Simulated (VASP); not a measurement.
Crystal: TaVN2.

```
Ta V N
1.0
     3.04987    0.00000    0.00000
     0.00000    3.04987    0.00000
     0.00000    0.00000    4.29606
Ta V N
1 1 2
Direct
  0.00000 0.00000 0.00000
  0.50000 0.50000 0.50000
  0.50000 0.50000 0.00000
  0.00000 0.00000 0.50000
```

```yaml
Program: VASP 6.6.1
Task: relaxation of cell and atoms
Functional: LDA
Potentials_or_basis: VASP PAW LDA potentials, release 64 (Ta_pv, V_sv, N)
Cutoff: 600 eV
k_mesh: 9 × 9 × 6
Occupations: fermi-dirac, width 0.05 eV
Spin: collinear spin, ferromagnetic start
Starting_moments: "[0.0, 2.0, 0.0, 0.0] μB"
```

At the start: pressure -18.0 GPa; volume 9.99 Å³/atom.

Q: Where does the relaxation end?

A: Over 11 steps the energy falls by 32.2 meV/atom and the volume is 9.45 Å³/atom (-5.4 %); space group P4/mmm (No. 123, to 0.1 Å) before and after; moment 0.00 μB per cell.

The path:
| step | energy change (eV) | largest force (eV/Å) | pressure (GPa) | volume (Å³) |
| --- | --- | --- | --- | --- |
| 1 | 0.0000 | 0.0000 | -18.03 | 39.96 |
| 2 | 0.4640 | 0.0000 | 52.32 | 33.80 |
| 3 | -0.1284 | 0.0000 | -0.73 | 37.88 |
| 4 | -0.1286 | 0.0000 | -0.18 | 37.81 |
| 5 | -0.1286 | 0.0000 | 0.32 | 37.77 |
| 6 | -0.1286 | 0.0000 | -0.55 | 37.86 |
| 7 | -0.1287 | 0.0000 | -0.13 | 37.81 |
| 8 | -0.1287 | 0.0000 | -0.08 | 37.81 |
| 9 | -0.1287 | 0.0000 | -0.20 | 37.81 |
| 10 | -0.1287 | 0.0000 | 0.16 | 37.78 |
| 11 | -0.1287 | 0.0000 | -0.05 | 37.80 |

Final structure:
```
CELL_PARAMETERS angstrom
2.99793 0.00000 0.00000
0.00000 2.99793 0.00000
0.00000 0.00000 4.20605
ATOMIC_POSITIONS crystal
Ta 0.00000 0.00000 0.00000
V 0.50000 0.50000 0.50000
N 0.50000 0.50000 0.00000
N 0.00000 0.00000 0.50000
```

Caveat: the moments typed at the start vanished in this run.
